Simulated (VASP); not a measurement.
**Cu: single point with r2SCAN**

The system is Cu.

```
Cu
1.0
    -1.43963    1.43963    1.43963
     1.43963   -1.43963    1.43963
     1.43963    1.43963   -1.43963
Cu
1
Cartesian
  0.0000 0.0000 0.0000
```

This cell differs from its parent crystal: volume scaled by 1.04.

```
Program             : VASP 6.6.1
Task                : single point
Functional          : r2SCAN
Potentials or basis : VASP PAW PBE potentials, release 64 (Cu)
Cutoff              : 520 eV
k mesh              : 17 × 17 × 17
Occupations         : fermi-dirac, width 0.1 eV
Spin                : no spin polarisation
```

The pressure is -5.1 GPa.

Levels at points of the mesh, in eV from the Fermi level:
```tsv
k point	band 2	band 3	band 4	band 5	band 6	band 7	band 8	band 9	band 10	band 11
(0.00, 0.00, 0.00)	-3.15	-3.15	-3.15	-2.16	-2.16	25.96	25.96	25.96	29.60	29.60
```

It took 55 s on 1 thread of Intel(R) Xeon(R) Platinum 8488C (Sapphire Rapids), with other jobs on the host, peak memory 0.14 GiB.

Caveat: the PAW data sets were made with another functional, which shifts forces and pressure a little.
